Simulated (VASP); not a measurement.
# Li3F (P31m) in VASP: relaxation of cell and atoms with PBE

Aim: the relaxation of cell and atoms of Li3F with PBE.

Program: VASP 6.6.1. These are calculated values, not measurements. Logs are shortened: lines on timing, memory, paths and dates and some standing lists are left out, and cuts for length are marked.

## (1) The cell of the first run

The structure is trigonal, space group P31m (No. 157). Conventional cell: a = 4.204 Å, b = 4.204 Å, c = 3.398 Å, α = 90.00°, β = 90.00°, γ = 120.00°. Within 2.0 Å of Li (site symmetry m) lie 1 F at 1.46 Å. Within 2.0 Å of F (site symmetry 3m) lie 3 Li at 1.46 Å.

## (2) Relaxation of cell and atoms, PBE

The input, INCAR:

```
PREC = Accurate ; ENCUT = 600
EDIFF = 1E-6 ; ISMEAR = 0
SIGMA = 0.1 ; LREAL = False
LASPH = True ; NELM = 80
ALGO = Normal ; ISIF = 3
LWAVE = False ; LCHARG = False
GGA = PE ; IBRION = 2
NSW = 90 ; EDIFFG = -0.04
```

The input, KPOINTS:

```
Automatic mesh
0
Gamma
  6 6 6
```

The input, POSCAR:

```
Li3F
1.0
    4.2040719189      0.0000000000      0.0000000000
   -2.1020359595      3.6408330811      0.0000000000
    0.0000000000      0.0000000000      3.3980111647
Li F
3 1
Direct
    0.6666666667      0.0000000000      0.0000000000
    0.3333333333      0.3333333333      0.0000000000
    0.0000000000      0.6666666667      0.0000000000
    0.0000000000      0.0000000000      0.1250000000
```

Potentials or basis: VASP PAW PBE potentials, release 64 (Li_sv, F).

Run with:

```
$ cat potpaw_PBE.64/Li_sv/POTCAR potpaw_PBE.64/F/POTCAR > POTCAR
$ mpirun -np 1 vasp_std > vasp.out
```

OUTCAR:

```text
PREC = Accurate
   ENCUT = 600
   EDIFF = 1E-6
   ISMEAR = 0
   LREAL = False
   LASPH = True
   NELM = 80
   ISIF = 3
   GGA = PE
   IBRION = 2
   NSW = 90
   EDIFFG = -0.04

 ion  position               nearest neighbor table
   1  0.667  0.000  0.000-   4 1.46   2 2.43   3 2.43   3 2.43   2 2.43   3 2.43   2 2.43
   2  0.333  0.333  0.000-   4 1.46   1 2.43   3 2.43   3 2.43   1 2.43   3 2.43   1 2.43
   3  0.000  0.667  0.000-   4 1.46   2 2.43   1 2.43   1 2.43   2 2.43   1 2.43   2 2.43
   4  0.000  0.000  0.125-   2 1.46   1 1.46   3 1.46

  LATTYP: Found a hexagonal cell.
 ALAT       =     4.2040719189
 C/A-ratio  =     0.8082666591

  Lattice vectors:

 A1 = (   4.2040719189,   0.0000000000,   0.0000000000)
 A2 = (  -2.1020359595,   3.6408330811,   0.0000000000)
 A3 = (   0.0000000000,   0.0000000000,   3.3980111647)

Analysis of symmetry for initial positions (statically):
=====================================================================
 Subroutine PRICEL returns:
 Original cell was already a primitive cell.

 Routine SETGRP: Setting up the symmetry group for a
 hexagonal supercell.

 Subroutine GETGRP returns: Found  6 space group operations
 (whereof  6 operations were pure point group operations)
 out of a pool of 24 trial point group operations.

The static configuration has the point symmetry C_3v.

Analysis of symmetry for dynamics (positions and initial velocities):
=====================================================================
 Subroutine PRICEL returns:
 Original cell was already a primitive cell.

 Routine SETGRP: Setting up the symmetry group for a
 hexagonal supercell.

 Subroutine GETGRP returns: Found  6 space group operations
 (whereof  6 operations were pure point group operations)
 out of a pool of 24 trial point group operations.

The dynamic configuration has the point symmetry C_3v.

 Subroutine INISYM returns: Found  6 space group operations
 (whereof  6 operations are pure point group operations),
 and found     1 'primitive' translations

----------------------------------------------------------------------------------------

                                     Primitive cell

  volume of cell :      52.0111

  direct lattice vectors                    reciprocal lattice vectors
     4.204071919  0.000000000  0.000000000     0.237864627  0.137331207  0.000000000
    -2.102035960  3.640833081  0.000000000     0.000000000  0.274662413  0.000000000
     0.000000000  0.000000000  3.398011165     0.000000000  0.000000000  0.294289792

  length of vectors
     4.204071919  4.204071919  3.398011165     0.274662413  0.274662413  0.294289792

  position of ions in fractional coordinates (direct lattice)
     0.666666667  0.000000000  0.000000000
     0.333333333  0.333333333  0.000000000
     0.000000000  0.666666667  0.000000000
     0.000000000  0.000000000  0.125000000

  ion indices of the primitive-cell ions
   primitive index   ion index
                 1           1
                 2           2
                 3           3
                 4           4

----------------------------------------------------------------------------------------

 KPOINTS: Automatic mesh

Automatic generation of k-mesh.
 Grid dimensions read from file:
 generate k-points for:    6    6    6

 Generating k-lattice:

  Cartesian coordinates                     Fractional coordinates (reciprocal lattice)
     0.039644105  0.022888534  0.000000000     0.166666667  0.000000000  0.000000000
     0.000000000  0.045777069  0.000000000     0.000000000  0.166666667  0.000000000
     0.000000000  0.000000000  0.049048299     0.000000000  0.000000000  0.166666667

  Length of vectors
     0.045777069  0.045777069  0.049048299

  Shift w.r.t. Gamma in fractional coordinates (k-lattice)
     0.000000000  0.000000000  0.000000000

 Subroutine IBZKPT returns following result:
 ===========================================

 Found     34 irreducible k-points:

 Following reciprocal coordinates:
            Coordinates               Weight
  0.000000  0.000000  0.000000      1.000000
  0.166667 -0.000000  0.000000      6.000000
  0.333333 -0.000000  0.000000      6.000000
  0.500000  0.000000  0.000000      3.000000
  0.166667  0.166667  0.000000      6.000000
  0.333333  0.166667  0.000000     12.000000
[... 16 lines left out ...]
 -0.166667  0.333333  0.333333      6.000000
  0.333333  0.166667  0.333333     12.000000
 [... further k-points ...]
   k-points           NKPTS =     34   k-points in BZ     NKDIM =     34   number of bands    NBANDS=     12
   number of dos      NEDOS =    301   number of ions     NIONS =      4
   total plane-waves  NPLWV =  36288
   dimension x,y,z NGX =    36 NGY =   36 NGZ =   28
   dimension x,y,z NGXF=    72 NGYF=   72 NGZF=   56
   ions per type =               3   1
   NGX,Y,Z   is equivalent  to a cutoff of  14.24, 14.24, 13.70 a.u.
   NGXF,Y,Z  is equivalent  to a cutoff of  28.47, 28.47, 27.40 a.u.
 SYSTEM =  unknown system
   PREC   = accura    normal or accurate (medium, high low for compatibility)
   ISTART =      0    job   : 0-new  1-cont  2-samecut
   ICHARG =      2    charge: 1-file 2-atom 10-const
   ISPIN  =      1    spin polarized calculation?
   LNONCOLLINEAR =      F non collinear calculations
   LSORBIT =      F    spin-orbit coupling
   LASPH  =      T    aspherical Exc in radial PAW
   ENCUT  =  600.0 eV  44.10 Ry    6.64 a.u.   8.40  8.40  6.79*2*pi/ulx,y,z
   NELM   =     80;   NELMIN=  2; NELMDL= -5     # of ELM steps
   EDIFF  = 0.1E-05   stopping-criterion for ELM
   LREAL  =      F    real-space projection
   EDIFFG = -.4E-01   stopping-criterion for IOM
   NSW    =     90    number of steps for IOM
   IBRION =      2    ionic relax: 0-MD 1-quasi-New 2-CG
   NFREE  =      1    steps in history (QN), initial steepest desc. (CG)
   ISIF   =      3    stress and relaxation
   ISYM   =      2    0-nonsym 1-usesym 2-fastsym
   POTIM  = 0.5000    time-step for ionic-motion
   TEBEG  =    0.0;   TEEND  =   0.0 temperature during run
   PSTRESS=    0.0 pullay stress
   NELECT =      16.0000    total number of electrons
   NUPDOWN=      -1.0000    fix difference up-down
   EMIN   =  10.00;   EMAX   =-10.00  energy-range for DOS
   EFERMI =   0.00;   METHOD = LEGACY
   ISMEAR =     0;   SIGMA  =   0.10  broadening in eV -4-tet -1-fermi 0-gaus
   EFERMI_NEDOS =   21; number of points for ismear=-14 and -15
   IALGO  =     38    algorithm
   IMIX   =      4    mixing-type and parameters
     AMIX     =   0.40;   BMIX     =  1.00
     AMIX_MAG =   1.60;   BMIX_MAG =  1.00
  volume/ion in A,a.u.               =      13.00        87.75
  Fermi-wavevector in a.u.,A,eV,Ry     =   1.105137  2.088407 16.617184  1.221329
  Thomas-Fermi vector in A             =   2.241620
   LORBIT       =      0    0 simple, 1 ext, 2 COOP (PROOUT), +10 PAW based schemes
   GGA     = PE    functional components
   LHFCALC =     F    Hartree Fock is set to
   AEXX    =    0.0000 exact exchange contribution
   IVDW    =     0    specifies the selected vdW correction
   LEPSILON=     F    determine dielectric tensor
   LRPA    =     F    only Hartree local field effects (RPA)
 conjugate gradient relaxation of ions
 non-spin polarized calculation
 Gauss-broadening in eV      SIGMA  =   0.10
  energy-cutoff  :      600.00
  volume of cell :       52.01
 maximum number of plane-waves:      1766
 NGX is ok and might be reduce to    36
   NGX = 17   NGY = 17   NGZ = 13

--------------------------------------- Ionic step        1  -------------------------------------------

 number of electron      16.0000001 magnetization

 Free energy of the ion-electron system (eV)
  ---------------------------------------------------
  ext. energy  EPLUGINS =         0.00000000
  ---------------------------------------------------
  free energy    TOTEN  =        -9.61552554 eV

  energy without entropy =       -9.60780103  energy(sigma->0) =       -9.61166329

------------------------ aborting loop because EDIFF is reached ----------------------------------------

  FORCE on cell =-STRESS in cart. coord.  units (eV):
  Direction    XX          YY          ZZ          XY          YZ          ZX
  --------------------------------------------------------------------------------------
  -------------------------------------------------------------------------------------
  Total       14.0431015     14.0431015     -0.5738138     -0.0000000      0.0000000     -0.0000000
  in kB      432.5914285    432.5914285    -17.6760768     -0.0000000      0.0000000     -0.0000000
  external PRESSURE =     282.5022601 kB  Pullay stress =       0.0000000 kB
[... 95 lines left out ...]
  FREE ENERGIE OF THE ION-ELECTRON SYSTEM (eV)
  ---------------------------------------------------
  free  energy   TOTEN  =       -11.7616402696 eV

  energy  without entropy=      -11.7534754159  energy(sigma->0) =      -11.75755784

[... ionic steps 4 to 30 ...]

--------------------------------------- Ionic step       31  -------------------------------------------

 number of electron      15.9999977 magnetization

------------------------ aborting loop because EDIFF is reached ----------------------------------------
[... 71 lines left out ...]
--------------------------------------- Ionic step       33  -------------------------------------------

 number of electron      15.9999999 magnetization

 Free energy of the ion-electron system (eV)
  ---------------------------------------------------
  ext. energy  EPLUGINS =         0.00000000
  ---------------------------------------------------
  free energy    TOTEN  =       -12.69567425 eV

  energy without entropy =      -12.69054857  energy(sigma->0) =      -12.69311141

 E-fermi :   2.1331     XC(G=0):  -7.8468

 val. band max:        1.9442546883   @ k =   0.1667   0.1667   0.0000
 cond. band min:       2.1406313742   @ k =   0.3333  -0.0000   0.1667
 fundamental gap:      0.1963766859
 Fermi energy:         2.1330997374

 k-point     1 :       0.0000    0.0000    0.0000
  band No.  band energies     occupation
      1     -45.0370      2.00000
      2     -44.9951      2.00000
      3     -44.9951      2.00000
      4     -23.9668      2.00000
      5      -5.6260      2.00000
      6      -5.6260      2.00000
      7      -4.4270      2.00000
      8      -0.8185      2.00000
      9       4.0839      0.00000
     10       4.3286      0.00000
     11       4.3286      0.00000
     12       8.3504      0.00000
[... 331 lines left out ...]
 k-point    24 :       0.3333    0.1667    0.3333
  band No.  band energies     occupation
      1     -45.0025      2.00000
      2     -44.9786      2.00000
      3     -44.9761      2.00000
      4     -23.7154      2.00000
      5      -6.2496      2.00000
      6      -5.4481      2.00000
      7      -5.4008      2.00000
      8       2.2449      0.11388
      9       3.1255      0.00000
     10       5.6797      0.00000
     11       7.5998      0.00000
     12       7.9385      0.00000

 [... further k-points ...]
[... 5 lines left out ...]
  --------------------------------------------------------------------------------------
  -------------------------------------------------------------------------------------
  Total        0.0204419      0.0204419     -0.0998941     -0.0000000     -0.0000000     -0.0000000
  in kB        0.5692547      0.5692547     -2.7818003     -0.0000000     -0.0000000     -0.0000000
  external PRESSURE =      -0.5477636 kB  Pullay stress =       0.0000000 kB
[... 19 lines left out ...]
  FREE ENERGIE OF THE ION-ELECTRON SYSTEM (eV)
  ---------------------------------------------------
  free  energy   TOTEN  =       -12.6956742491 eV

  energy  without entropy=      -12.6905485675  energy(sigma->0) =      -12.69311141

 reached required accuracy - stopping structural energy minimisation
```

Wall time 6.3 min (1 thread of Intel Xeon 6975P-C, shared host); peak memory 0.19 GiB.

Results:

* Free energy: -12.6957 eV
* Relaxed volume: 14.38 Å³/atom
* Relaxed cell: a = 5.015 Å, b = 5.015 Å, c = 2.641 Å, α = 90.00°, β = 90.00°, γ = 120.00°
* Space group after relaxing (to 0.05 Å): P-62m (No. 189)
* Energy gained by relaxing: 770.0 meV/atom
* Ionic steps: 33
* Pressure after relaxing: -0.1 GPa
* Largest force after relaxing: 0.036 eV/Å
* Band gap on the k mesh: zero (band 8 reaches 5.04 eV, above the bottom of band 9 at 0.76 eV)

Forces in eV/Å, atoms in the order of the input:
```
Li   0.009  0.000  0.012
Li  -0.005 -0.008  0.012
Li  -0.005  0.008  0.012
F    0.000  0.000 -0.036
```

Step by step:
```csv
step,energy change (eV),largest force (eV/Å),pressure (GPa),volume (Å³)
1,0.0000,3.4965,28.25,52.01
2,-2.1097,1.1901,-0.98,70.63
3,-2.1461,0.9477,1.95,66.27
4,-2.1491,1.0622,0.75,67.89
5,-2.4145,0.9138,-0.60,69.67
6,-2.6436,0.6533,-2.83,72.31
7,-2.6587,0.5821,-3.50,72.99
8,-2.7763,0.1270,-0.35,68.22
9,-2.7769,0.1551,-0.09,67.90
10,-2.7800,0.1643,-0.11,67.63
11,-2.7882,0.1908,-0.18,66.84
12,-2.7980,0.2468,-0.30,65.23
13,-2.7817,0.4032,-0.40,61.96
14,-2.7967,0.2846,-0.31,64.43
15,-2.7979,0.2888,-0.28,64.32
16,-2.8014,0.3041,-0.21,64.00
17,-2.8087,0.3357,-0.14,63.35
18,-2.8244,0.3913,0.11,62.07
19,-2.8589,0.4992,0.56,59.54
20,-2.9027,0.5544,2.11,54.61
21,-2.9097,0.5239,2.23,54.31
22,-2.9225,0.3983,2.70,53.44
23,-2.9233,0.3217,3.02,53.04
24,-2.9381,0.2958,2.88,53.15
25,-2.9776,0.2214,2.54,53.50
26,-3.0341,0.0757,2.04,54.19
27,-3.0656,0.1816,1.44,55.52
28,-3.0671,0.1484,1.51,55.32
29,-3.0717,0.1266,1.10,55.79
30,-3.0781,0.0737,0.04,57.21
31,-3.0781,0.0697,-0.06,57.35
32,-3.0789,0.0610,-0.06,57.39
33,-3.0801,0.0355,-0.05,57.53
```

Final structure:
```yaml
crystal:
  lattice:
    - [5.01529, 0.00000, 0.00000]
    - [-2.50764, 4.34337, 0.00000]
    - [0.00000, 0.00000, 2.64120]
  atoms:
    - { symbol: Li, position: [0.69983, 0.00000, 0.90458] }
    - { symbol: Li, position: [0.30017, 0.30017, 0.90458] }
    - { symbol: Li, position: [0.00000, 0.69983, 0.90458] }
    - { symbol: F, position: [0.00000, 0.00000, 0.41126] }
```

Caveat: the cutoff is under 1.25 times the usual one of these potentials, so pressure, stress and relaxed cells hold a basis-set (Pulay) error.
